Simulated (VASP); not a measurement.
# Os (Pm-3m) in VASP: further runs

Runs on Os. Level: r2SCAN. Tasks: single point, relaxation of cell and atoms.

Program: VASP 6.6.1. These are calculated values, not measurements. Logs are shortened: lines on timing, memory, paths and dates and some standing lists are left out, and cuts for length are marked.

## Step 1: The cell of the first run

Symmetry: Pm-3m, No. 221, cubic system. Conventional cell: a = 2.539 Å, b = 2.539 Å, c = 2.539 Å, α = 90.00°, β = 90.00°, γ = 90.00°. Os (site symmetry m-3m) has 6 Os at 2.54 Å within 3.4 Å.

This isn't the form of Os at room conditions, which is hcp.

## Step 2: Single point, r2SCAN

POSCAR reads:

```
Os
1.0
    2.5390708693      0.0000000000      0.0000000000
    0.0000000000      2.5390708693      0.0000000000
    0.0000000000      0.0000000000      2.5390708693
Os
1
Direct
    0.0000000000      0.0000000000      0.0000000000
```

INCAR.step1 reads:

```
PREC     = Accurate       # precision mode
ENCUT    = 520            # plane-wave cutoff, eV
ISMEAR   = 0              # smearing method
SIGMA    = 0.1            # smearing width, eV
LREAL    = F              # projectors in reciprocal space
LASPH    = T              # aspherical terms in the spheres
NELM     = 60             # most SCF steps
NBANDS   = 10             # bands
GGA      = PE             # functional
ALGO     = Normal         # electronic algorithm
EDIFF    = 1E-4           # SCF threshold, eV
LWAVE    = T              # write WAVECAR
LCHARG   = F              # write CHGCAR
```

INCAR.step2 reads:

```
PREC     = Accurate       # precision mode
ENCUT    = 520            # plane-wave cutoff, eV
EDIFF    = 1E-7           # SCF threshold, eV
ISMEAR   = 0              # smearing method
SIGMA    = 0.1            # smearing width, eV
LREAL    = F              # projectors in reciprocal space
LASPH    = T              # aspherical terms in the spheres
NELM     = 60             # most SCF steps
ALGO     = Normal         # electronic algorithm
ISIF     = 2              # what is computed and relaxed
LWAVE    = F              # write WAVECAR
LCHARG   = T              # write CHGCAR
METAGGA  = R2SCAN         # meta-GGA
LMIXTAU  = T            
LELF     = T              # ELF
LVHAR    = T            
NBANDS   = 10             # bands
ISTART   = 1
```

KPOINTS reads:

```
Automatic mesh
0
Gamma
  22 22 22
```

Potentials or basis: VASP PAW PBE potentials, release 64 (Os).

The run is started by

```sh
> cat potpaw_PBE.64/Os/POTCAR > POTCAR
> cp INCAR.step1 INCAR
> mpirun -np 1 vasp_std > vasp.out
> cp INCAR.step2 INCAR
> mpirun -np 1 vasp_std > vasp.out
```

OUTCAR:

```text
PREC = Accurate
   ENCUT = 520
   EDIFF = 1E-7
   ISMEAR = 0
   LREAL = F
   LASPH = T
   NELM = 60
   ISIF = 2
   METAGGA = R2SCAN
   ISTART = 1

 ion  position               nearest neighbor table
   1  0.000  0.000  0.000-

  LATTYP: Found a simple cubic cell.
 ALAT       =     2.5390708693

  Lattice vectors:

 A1 = (   2.5390708693,   0.0000000000,   0.0000000000)
 A2 = (   0.0000000000,   2.5390708693,   0.0000000000)
 A3 = (   0.0000000000,   0.0000000000,   2.5390708693)

Analysis of symmetry for initial positions (statically):
=====================================================================
 Subroutine PRICEL returns:
 Original cell was already a primitive cell.

 Routine SETGRP: Setting up the symmetry group for a
 simple cubic supercell.

 Subroutine GETGRP returns: Found 48 space group operations
 (whereof 48 operations were pure point group operations)
 out of a pool of 48 trial point group operations.

The static configuration has the point symmetry O_h .

Analysis of symmetry for dynamics (positions and initial velocities):
=====================================================================
 Subroutine PRICEL returns:
 Original cell was already a primitive cell.

 Routine SETGRP: Setting up the symmetry group for a
 simple cubic supercell.

 Subroutine GETGRP returns: Found 48 space group operations
 (whereof 48 operations were pure point group operations)
 out of a pool of 48 trial point group operations.

The dynamic configuration has the point symmetry O_h .

 Subroutine INISYM returns: Found 48 space group operations
 (whereof 48 operations are pure point group operations),
 and found     1 'primitive' translations

----------------------------------------------------------------------------------------

                                     Primitive cell

  volume of cell :      16.3691

  direct lattice vectors                    reciprocal lattice vectors
     2.539070869  0.000000000  0.000000000     0.393844856  0.000000000  0.000000000
     0.000000000  2.539070869  0.000000000     0.000000000  0.393844856  0.000000000
     0.000000000  0.000000000  2.539070869     0.000000000  0.000000000  0.393844856

  length of vectors
     2.539070869  2.539070869  2.539070869     0.393844856  0.393844856  0.393844856

  position of ions in fractional coordinates (direct lattice)
     0.000000000  0.000000000  0.000000000

  ion indices of the primitive-cell ions
   primitive index   ion index
                 1           1

----------------------------------------------------------------------------------------

 KPOINTS: Automatic mesh

Automatic generation of k-mesh.
 Grid dimensions read from file:
 generate k-points for:   22   22   22

 Generating k-lattice:

  Cartesian coordinates                     Fractional coordinates (reciprocal lattice)
     0.017902039  0.000000000  0.000000000     0.045454545  0.000000000  0.000000000
     0.000000000  0.017902039  0.000000000     0.000000000  0.045454545  0.000000000
     0.000000000  0.000000000  0.017902039     0.000000000  0.000000000  0.045454545

  Length of vectors
     0.017902039  0.017902039  0.017902039

  Shift w.r.t. Gamma in fractional coordinates (k-lattice)
     0.000000000  0.000000000  0.000000000

 Subroutine IBZKPT returns following result:
 ===========================================

 Found    364 irreducible k-points:

 Following reciprocal coordinates:
            Coordinates               Weight
  0.000000  0.000000  0.000000      1.000000
  0.045455  0.000000  0.000000      6.000000
  0.090909  0.000000  0.000000      6.000000
  0.136364  0.000000  0.000000      6.000000
  0.181818  0.000000  0.000000      6.000000
  0.227273  0.000000  0.000000      6.000000
[... 16 lines left out ...]
  0.500000  0.045455  0.000000     12.000000
  0.090909  0.090909  0.000000     12.000000
 [... further k-points ...]
   k-points           NKPTS =    364   k-points in BZ     NKDIM =    364   number of bands    NBANDS=     10
   number of dos      NEDOS =    301   number of ions     NIONS =      1
   total plane-waves  NPLWV =   8000
   dimension x,y,z NGX =    20 NGY =   20 NGZ =   20
   dimension x,y,z NGXF=    40 NGYF=   40 NGZF=   40
   ions per type =               1
   NGX,Y,Z   is equivalent  to a cutoff of  13.10, 13.10, 13.10 a.u.
   NGXF,Y,Z  is equivalent  to a cutoff of  26.19, 26.19, 26.19 a.u.
 SYSTEM =  unknown system
   PREC   = accura    normal or accurate (medium, high low for compatibility)
   ISTART =      1    job   : 0-new  1-cont  2-samecut
   ICHARG =      0    charge: 1-file 2-atom 10-const
   ISPIN  =      1    spin polarized calculation?
   LNONCOLLINEAR =      F non collinear calculations
   LSORBIT =      F    spin-orbit coupling
   LASPH  =      T    aspherical Exc in radial PAW
   ENCUT  =  520.0 eV  38.22 Ry    6.18 a.u.   4.72  4.72  4.72*2*pi/ulx,y,z
   NELM   =     60;   NELMIN=  2; NELMDL=  0     # of ELM steps
   EDIFF  = 0.1E-06   stopping-criterion for ELM
   LREAL  =      F    real-space projection
   EDIFFG = 0.1E-05   stopping-criterion for IOM
   NSW    =      0    number of steps for IOM
   IBRION =     -1    ionic relax: 0-MD 1-quasi-New 2-CG
   NFREE  =      0    steps in history (QN), initial steepest desc. (CG)
   ISIF   =      2    stress and relaxation
   ISYM   =      2    0-nonsym 1-usesym 2-fastsym
   POTIM  = 0.5000    time-step for ionic-motion
   TEBEG  =    0.0;   TEEND  =   0.0 temperature during run
   PSTRESS=    0.0 pullay stress
   NELECT =       8.0000    total number of electrons
   NUPDOWN=      -1.0000    fix difference up-down
   EMIN   =  10.00;   EMAX   =-10.00  energy-range for DOS
   EFERMI =   0.00;   METHOD = LEGACY
   ISMEAR =     0;   SIGMA  =   0.10  broadening in eV -4-tet -1-fermi 0-gaus
   EFERMI_NEDOS =   21; number of points for ismear=-14 and -15
   IALGO  =     38    algorithm
   IMIX   =      4    mixing-type and parameters
     AMIX     =   0.40;   BMIX     =  1.00
     AMIX_MAG =   1.60;   BMIX_MAG =  1.00
  volume/ion in A,a.u.               =      16.37       110.46
  Fermi-wavevector in a.u.,A,eV,Ry     =   1.289526  2.436850 22.624809  1.662877
  Thomas-Fermi vector in A             =   2.421413
   LORBIT       =      0    0 simple, 1 ext, 2 COOP (PROOUT), +10 PAW based schemes
   METAGGA = R2SCAN    functional components
   LHFCALC =     F    Hartree Fock is set to
   AEXX    =    0.0000 exact exchange contribution
   IVDW    =     0    specifies the selected vdW correction
   LEPSILON=     F    determine dielectric tensor
   LRPA    =     F    only Hartree local field effects (RPA)
 non-spin polarized calculation
 Gauss-broadening in eV      SIGMA  =   0.10
  energy-cutoff  :      520.00
  volume of cell :       16.37
 maximum number of plane-waves:       466
 NGX is ok and might be reduce to    20
   NGX =  9   NGY =  9   NGZ =  9

 number of electron       7.9999998 magnetization

 Free energy of the ion-electron system (eV)
  ---------------------------------------------------
  ext. energy  EPLUGINS =         0.00000000
  ---------------------------------------------------
  free energy    TOTEN  =       -51.43182002 eV

  energy without entropy =      -51.42505882  energy(sigma->0) =      -51.42843942

 E-fermi :   7.2956     XC(G=0): -14.0501

 val. band max:        7.2732709801   @ k =   0.1818   0.1818   0.1364
 cond. band min:       7.3040511481   @ k =   0.3182   0.3182   0.1364
 fundamental gap:      0.0307801680
 Fermi energy:         7.2955852174

 k-point     1 :       0.0000    0.0000    0.0000
  band No.  band energies     occupation
      1      -2.6778      2.00000
      2       0.8497      2.00000
      3       0.8497      2.00000
      4       9.7224      0.00000
      5       9.7224      0.00000
      6       9.7224      0.00000
      7      23.7699      0.00000
      8      23.7699      0.00000
      9      23.7699      0.00000
     10      30.5610      0.00000

 k-point     2 :       0.0455    0.0000    0.0000
  band No.  band energies     occupation
      1      -2.6053      2.00000
      2       0.8664      2.00000
      3       0.9237      2.00000
      4       9.6275      0.00000
      5       9.6275      0.00000
      6       9.7293      0.00000
      7      23.3139      0.00000
      8      23.9152      0.00000
      9      23.9152      0.00000
     10      30.8987      0.00000

 k-point     3 :       0.0909    0.0000    0.0000
  band No.  band energies     occupation
      1      -2.3961      2.00000
      2       0.9154      2.00000
      3       1.1476      2.00000
      4       9.3600      0.00000
      5       9.3600      0.00000
      6       9.7497      0.00000
      7      22.2287      0.00000
      8      24.3316      0.00000
      9      24.3316      0.00000
     10      31.4766      0.00000

 k-point     4 :       0.1364    0.0000    0.0000
  band No.  band energies     occupation
      1      -2.0738      2.00000
      2       0.9936      2.00000
      3       1.5255      2.00000
      4       8.9636      0.00000
      5       8.9636      0.00000
      6       9.7819      0.00000
      7      20.9090      0.00000
      8      24.9685      0.00000
      9      24.9685      0.00000
     10      29.9891      0.00000
[... 222 lines left out ...]
 k-point    22 :       0.4545    0.0455    0.0000
  band No.  band energies     occupation
      1       0.6512      2.00000
      2       1.7978      2.00000
      3       5.3810      2.00000
      4       6.3280      2.00000
      5       6.9445      2.00000
      6       9.9869      0.00000
      7      14.9502      0.00000
      8      23.9509      0.00000
      9      28.6587      0.00000
     10      30.2525      0.00000

 k-point    23 :       0.5000    0.0455    0.0000
  band No.  band energies     occupation
      1       0.7247      2.00000
      2       1.8185      2.00000
      3       5.3891      2.00000
      4       6.2734      2.00000
      5       7.0153      1.99993
      6       9.9945      0.00000
      7      14.8822      0.00000
      8      23.8441      0.00000
      9      28.4915      0.00000
     10      30.2937      0.00000

 k-point    24 :       0.0909    0.0909    0.0000
  band No.  band energies     occupation
      1      -2.1108      2.00000
      2       1.0998      2.00000
      3       1.3222      2.00000
      4       8.9765      0.00000
      5       9.3226      0.00000
      6       9.4607      0.00000
      7      22.4960      0.00000
      8      23.0188      0.00000
      9      24.8987      0.00000
     10      30.9392      0.00000

 [... further k-points ...]
[... 5 lines left out ...]
  --------------------------------------------------------------------------------------
  -------------------------------------------------------------------------------------
  Total        0.0469940      0.0469940      0.0469940     -0.0000000     -0.0000000      0.0000000
  in kB        4.5996921      4.5996921      4.5996921     -0.0000000     -0.0000000      0.0000000
  external PRESSURE =       4.5996921 kB  Pullay stress =       0.0000000 kB

 VOLUME and BASIS-vectors are now :
 -----------------------------------------------------------------------------
  energy-cutoff  :      520.00
  volume of cell :       16.37
      direct lattice vectors                 reciprocal lattice vectors
     2.539070869  0.000000000  0.000000000     0.393844856  0.000000000  0.000000000
     0.000000000  2.539070869  0.000000000     0.000000000  0.393844856  0.000000000
     0.000000000  0.000000000  2.539070869     0.000000000  0.000000000  0.393844856

 POSITION                                       TOTAL-FORCE (eV/Angst)
 -----------------------------------------------------------------------------------
      0.00000      0.00000      0.00000         0.000000      0.000000      0.000000
 -----------------------------------------------------------------------------------
    total drift:                               -0.000000     -0.000000     -0.000000

  FREE ENERGIE OF THE ION-ELECTRON SYSTEM (eV)
  ---------------------------------------------------
  free  energy   TOTEN  =       -51.4318200218 eV

  energy  without entropy=      -51.4250588239  energy(sigma->0) =      -51.42843942
```

Wall time 2.7 min (1 thread of Oxide Virtual Turin-like, shared host); peak memory 0.14 GiB.

What came out:

| Item | Value |
| --- | --- |
| Free energy | -51.4318 eV |
| Pressure | 0.5 GPa |
| Band gap on the k mesh | zero (bands 4 and 5 overlap by 6.30 eV) |

Caveat: the PAW data sets were made with another functional, which shifts forces and pressure a little; spin-orbit coupling is left out, which moves the levels of the heavy elements.

## Step 3: Relaxation of cell and atoms, r2SCAN

POSCAR reads:

```
Os
1.0
    2.5380071583      0.0000000000      0.0000000000
    0.0000000000      2.5380071583      0.0000000000
    0.0000000000      0.0000000000      2.5380071583
Os
1
Direct
    0.0000000000      0.0000000000      0.0000000000
```

INCAR.step1 reads:

```
ALGO = Normal ; EDIFF = 1E-4
ENCUT = 600 ; GGA = PE
ISMEAR = 0 ; LASPH = True
LCHARG = False ; LREAL = False
LWAVE = True ; NELM = 60
PREC = Accurate ; SIGMA = 0.1
```

INCAR.step2 reads:

```
ALGO = Normal ; EDIFF = 1E-6
EDIFFG = -0.01 ; ENCUT = 600
IBRION = 2 ; ISIF = 3
ISMEAR = 0 ; ISTART = 1
LASPH = True ; LCHARG = False
LMIXTAU = True ; LREAL = False
LWAVE = False ; METAGGA = R2SCAN
NELM = 60 ; NSW = 100
PREC = Accurate ; SIGMA = 0.1
```

KPOINTS reads:

```
k-points
0
Gamma
  22 22 22
```

Potentials or basis: VASP PAW PBE potentials, release 64 (Os).

The run is started by

```sh
> cat potpaw_PBE.64/Os/POTCAR > POTCAR
> cp INCAR.step1 INCAR
> mpirun -np 1 vasp_std > vasp.out
> cp INCAR.step2 INCAR
> mpirun -np 1 vasp_std > vasp.out
```

It took 8.6 min on 1 thread of Oxide Virtual Turin-like, shared host; peak memory 0.15 GiB.

It converged, with:

```
Free energy                           : -51.4316 eV
Relaxed volume                        : 16.40 Å³/atom
Relaxed cell                          : a = 2.541 Å, b = 2.541 Å, c = 2.541 Å, α = 90.00°, β = 90.00°, γ = 90.00°
Space group after relaxing (to 0.1 Å) : Pm-3m (No. 221)
Energy gained by relaxing             : 0.1 meV/atom
Ionic steps                           : 3
Pressure after relaxing               : 0.0 GPa
Band gap on the k mesh                : zero (bands 4 and 5 overlap by 6.28 eV)
```

The path:
| step | energy change (eV) | largest force (eV/Å) | pressure (GPa) | volume (Å³) |
| --- | --- | --- | --- | --- |
| 1 | 0.0000 | 0.0000 | 0.93 | 16.35 |
| 2 | 0.0016 | 0.0000 | -3.07 | 16.57 |
| 3 | -0.0001 | 0.0000 | 0.00 | 16.40 |

Final structure:
```
Os
1.0
     2.54058    0.00000    0.00000
     0.00000    2.54058    0.00000
     0.00000    0.00000    2.54058
Os
1
Direct
  0.00000 0.00000 0.00000
```

Levels at points of the mesh, in eV from the Fermi level:
| k point | band 2 | band 3 | band 4 | band 5 | band 6 | band 7 |
| --- | --- | --- | --- | --- | --- | --- |
| (0.00, 0.00, 0.00) | -6.43 | -6.43 | 2.42 | 2.42 | 2.42 | 16.46 |
| (0.50, 0.00, 0.00) | -5.53 | -1.13 | -1.03 | -1.03 | 2.77 | 7.57 |
| (0.50, 0.50, 0.00) | -4.87 | -0.37 | -0.37 | 4.74 | 4.74 | 4.89 |
| (0.50, 0.50, 0.50) | -5.60 | -5.60 | 5.14 | 5.14 | 9.26 | 11.86 |

Caveat: the PAW data sets were made with another functional, which shifts forces and pressure a little; spin-orbit coupling is left out, which moves the levels of the heavy elements.

The gap in the log of VASP goes by the Fermi energy; the results here count the filled bands.